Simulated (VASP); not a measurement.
# Mo (Im-3m) in VASP: settings compared, part 2 of 2

VASP 6.6.1. The steps go on from the part before.

## Step 3: Single point, LDA

This run uses another cell than the first one, of 14.94 Å³/atom, 0.940 times its volume.

Contents of INCAR:

```
SYSTEM = Mo
  PREC = Accurate
  ENCUT = 520
  EDIFF = 1E-7
  ISMEAR = -1
  SIGMA = 0.05
  LREAL = .FALSE.
  LASPH = .TRUE.
  NELM = 80
  ALGO = Normal
  ISIF = 2
  LWAVE = .FALSE.
  LCHARG = .FALSE.
  GGA = CA
  NBANDS = 13
```

Contents of KPOINTS:

```
regular mesh
0
G
  12 12 12
  0 0 0
```

Contents of POSCAR:

```
Mo
1.0
   -1.5514772677      1.5514772677      1.5514772677
    1.5514772677     -1.5514772677      1.5514772677
    1.5514772677      1.5514772677     -1.5514772677
Mo
1
Direct
    0.0000000000      0.0000000000      0.0000000000
```

Potentials or basis: VASP PAW LDA potentials, release 64 (Mo_sv).

The run is started by

```console
> cat potpaw_LDA.64/Mo_sv/POTCAR > POTCAR
> mpirun -np 1 vasp_std > vasp.out
```

Run time: 15 s. Hardware: 1 thread of AMD EPYC 7R13, shared host; peak memory 0.09 GiB.

It converged, with:

| Property | Result |
| --- | --- |
| Free energy | -12.1448 eV |
| Pressure | 3.7 GPa |
| Band gap on the k mesh | zero (band 7 reaches 17.49 eV, above the bottom of band 8 at 11.75 eV) |

Levels at points of the mesh, in eV from the Fermi level:
```
           k point  band 4  band 5  band 6  band 7  band 8  band 9  band 10  band 11
(0.00, 0.00, 0.00)  -34.22   -7.31   -1.41   -1.41   -1.41    1.76     1.76    14.95
(0.50, 0.00, 0.00)  -34.24   -5.56   -3.58    1.83    1.92    2.49     5.16    12.11
(0.50, 0.50, 0.50)  -35.34   -5.77   -5.77    4.33    4.33    4.33     9.47     9.47
```

## Step 4: Single point, LDA

This run uses another cell than the first one, of 15.26 Å³/atom, 0.960 times its volume.

Contents of INCAR:

```
SYSTEM = Mo
PREC = Accurate
ENCUT = 520
EDIFF = 1E-6
ISMEAR = -1
SIGMA = 0.05
LREAL = .FALSE.
LASPH = .TRUE.
NELM = 80
ALGO = Normal
ISIF = 2
LWAVE = .FALSE.
LCHARG = .FALSE.
NBANDS = 13
```

Contents of KPOINTS:

```
Automatic mesh
0
G
  12 12 12
  0 0 0
```

Contents of POSCAR:

```
Mo
1.0
   -1.5624035240      1.5624035240      1.5624035240
    1.5624035240     -1.5624035240      1.5624035240
    1.5624035240      1.5624035240     -1.5624035240
Mo
1
Direct
    0.0000000000      0.0000000000      0.0000000000
```

Potentials or basis: VASP PAW LDA potentials, release 64 (Mo_sv).

The run is started by

```console
> cat potpaw_LDA.64/Mo_sv/POTCAR > POTCAR
> mpirun -np 1 vasp_std > vasp.out
```

OUTCAR:

```text
SYSTEM = Mo
   PREC = Accurate
   ENCUT = 520
   EDIFF = 1E-6
   ISMEAR = -1
   LREAL = .FALSE.
   LASPH = .TRUE.
   NELM = 80
   ISIF = 2

 ion  position               nearest neighbor table
   1  0.000  0.000  0.000-

  LATTYP: Found a body centered cubic cell.
 ALAT       =     3.1248070480

  Lattice vectors:

 A1 = (  -1.5624035240,   1.5624035240,   1.5624035240)
 A2 = (   1.5624035240,  -1.5624035240,   1.5624035240)
 A3 = (   1.5624035240,   1.5624035240,  -1.5624035240)

Analysis of symmetry for initial positions (statically):
=====================================================================
 Subroutine PRICEL returns:
 Original cell was already a primitive cell.

 Routine SETGRP: Setting up the symmetry group for a
 body centered cubic supercell.

 Subroutine GETGRP returns: Found 48 space group operations
 (whereof 48 operations were pure point group operations)
 out of a pool of 48 trial point group operations.

The static configuration has the point symmetry O_h .

Analysis of symmetry for dynamics (positions and initial velocities):
=====================================================================
 Subroutine PRICEL returns:
[... 158 lines left out ...]
 fundamental gap:      0.1418307678
 Fermi energy:        12.8057770120

 k-point     1 :       0.0000    0.0000    0.0000
  band No.  band energies     occupation
      1     -48.0800      2.00000
      2     -21.4611      2.00000
      3     -21.4611      2.00000
      4     -21.4611      2.00000
      5       5.5586      2.00000
      6      11.4407      2.00000
      7      11.4407      2.00000
      8      11.4407      2.00000
      9      14.5312      0.00000
     10      14.5312      0.00000
     11      27.7245      0.00000
     12      27.7245      0.00000
     13      27.7245      0.00000
[... 354 lines left out ...]
  band No.  band energies     occupation
      1     -47.7746      2.00000
      2     -22.8962      2.00000
      3     -22.0228      2.00000
      4     -21.5787      2.00000
      5       7.9805      2.00000
      6       9.3361      2.00000
      7      13.2849      0.00014
      8      14.7518      0.00000
      9      15.2564      0.00000
     10      19.4825      0.00000
     11      24.2321      0.00000
     12      25.4730      0.00000
     13      29.1873      0.00000

 [... further k-points ...]
[... 5 lines left out ...]
  --------------------------------------------------------------------------------------
  -------------------------------------------------------------------------------------
  Total       -0.2447858     -0.2447858     -0.2447858     -0.0000000      0.0000000      0.0000000
  in kB      -25.7073423    -25.7073423    -25.7073423     -0.0000000      0.0000000      0.0000000
  external PRESSURE =     -25.7073423 kB  Pullay stress =       0.0000000 kB

 VOLUME and BASIS-vectors are now :
 -----------------------------------------------------------------------------
  energy-cutoff  :      520.00
  volume of cell :       15.26
      direct lattice vectors                 reciprocal lattice vectors
    -1.562403524  1.562403524  1.562403524     0.000000000  0.320019760  0.320019760
     1.562403524 -1.562403524  1.562403524     0.320019760  0.000000000  0.320019760
     1.562403524  1.562403524 -1.562403524     0.320019760  0.320019760  0.000000000

 POSITION                                       TOTAL-FORCE (eV/Angst)
 -----------------------------------------------------------------------------------
      0.00000      0.00000      0.00000        -0.000000      0.000000     -0.000000
 -----------------------------------------------------------------------------------
    total drift:                               -0.000000     -0.000000      0.000000

  FREE ENERGIE OF THE ION-ELECTRON SYSTEM (eV)
  ---------------------------------------------------
  free  energy   TOTEN  =       -12.1459813370 eV

  energy  without entropy=      -12.1438349536  energy(sigma->0) =      -12.14490815
```

Run time: 16 s. Hardware: 1 thread of AMD EPYC 7R13, shared host; peak memory 0.09 GiB.

What came out:

```
Free energy            : -12.1460 eV
Pressure               : -2.6 GPa
Band gap on the k mesh : zero (band 7 reaches 17.01 eV, above the bottom of band 8 at 11.44 eV)
```

## Step 5: Single point, LDA

This run uses another cell than the first one, of 15.57 Å³/atom, 0.980 times its volume.

Contents of INCAR:

```
SYSTEM = Mo
PREC = Accurate ; ENCUT = 520
EDIFF = 1E-6 ; ISMEAR = -1
SIGMA = 0.05 ; LREAL = .FALSE.
LASPH = .TRUE. ; NELM = 60
ALGO = Normal ; ISIF = 2
LWAVE = .FALSE. ; LCHARG = .TRUE.
LELF = .TRUE. ; LVHAR = .TRUE.
NBANDS = 13
```

KPOINTS is that of step 4.

Contents of POSCAR:

```
Mo
1.0
   -1.5731790612      1.5731790612      1.5731790612
    1.5731790612     -1.5731790612      1.5731790612
    1.5731790612      1.5731790612     -1.5731790612
Mo
1
Direct
    0.0000000000      0.0000000000      0.0000000000
```

The run is started by

```console
> cat potpaw_LDA.64/Mo_sv/POTCAR > POTCAR
> mpirun -np 1 vasp_std > vasp.out
```

It took 17 s on 1 thread of AMD EPYC 7R13, shared host; peak memory 0.09 GiB.

The run converged. Its results:

```
Free energy            : -12.1354 eV
Pressure               : -8.2 GPa
Band gap on the k mesh : zero (band 7 reaches 16.56 eV, above the bottom of band 8 at 11.14 eV)
```

Levels at points of the mesh, in eV from the Fermi level:
```csv
k point,band 5,band 6,band 7,band 8,band 9,band 10
"(0.00, 0.00, 0.00)",-7.18,-1.33,-1.33,-1.33,1.69,1.69
"(0.50, 0.00, 0.00)",-5.30,-3.38,1.73,1.75,2.35,4.86
"(0.50, 0.50, 0.50)",-5.44,-5.44,4.09,4.09,4.09,9.14
```

## Step 6: Overview

```tsv
task	level	potentials or basis	cell	cutoff (eV)	gap on the mesh (eV)	pressure (GPa)
relaxation of cell and atoms	revPBE	VASP PAW PBE potentials, release 64 (Mo_sv)	relaxed from a = 2.743 Å, angles 109.5°, 1 atom	600	none	0.0
single point	LDA	VASP PAW LDA potentials, release 64 (Mo_sv)	a = 2.687 Å, angles 109.5°, 1 atom	520	none	3.7
single point	LDA	VASP PAW LDA potentials, release 64 (Mo_sv)	a = 2.706 Å, angles 109.5°, 1 atom	520	none	-2.6
single point	LDA	VASP PAW LDA potentials, release 64 (Mo_sv)	a = 2.725 Å, angles 109.5°, 1 atom	520	none	-8.2
```

Alike in all rows: no spin polarisation; k mesh 12 × 12 × 12; smearing fermi-dirac 0.05 eV.

Caveats: the PAW data sets were made with another functional, which shifts forces and pressure a little (some runs).

Total energies depend on the potentials used, so only differences within one code and one set of settings carry meaning.
